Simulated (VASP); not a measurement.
Here is a VASP 6.6.1 calculation.

File INCAR:

```
SYSTEM = BiP
PREC = Accurate
ENCUT = 520
EDIFF = 1E-6
ISMEAR = -1
SIGMA = 0.05
LREAL = .False.
LASPH = .True.
NELM = 80
ALGO = Normal
ISIF = 2
LWAVE = .False.
LCHARG = .False.
GGA = PE
NBANDS = 17
```

The input KPOINTS:

```
Automatic mesh
0
Gamma
  9 9 9
  0 0 0
```

File POSCAR:

```
BiP
1.0
    0.0000000000      3.2519146124      3.2519146124
    3.2519146124      0.0000000000      3.2519146124
    3.2519146124      3.2519146124      0.0000000000
Bi P
1 1
Direct
    0.0000000000      0.0000000000      0.0000000000
    0.2500000000      0.2500000000      0.2500000000
```

Potentials or basis: VASP PAW PBE potentials, release 64 (Bi_d, P).

Launch:

```bash
$ cat potpaw_PBE.64/Bi_d/POTCAR potpaw_PBE.64/P/POTCAR > POTCAR
$ mpirun -np 1 vasp_std > vasp.out
```

(1) Predict the band gap on the k mesh.

(2) What does it give for the pressure?

Answers

(1) zero (band 10 reaches 4.43 eV, above the bottom of band 11 at 3.87 eV).

(2) 0.0 GPa.

Caveat: spin-orbit coupling is left out, which moves the levels of the heavy elements.
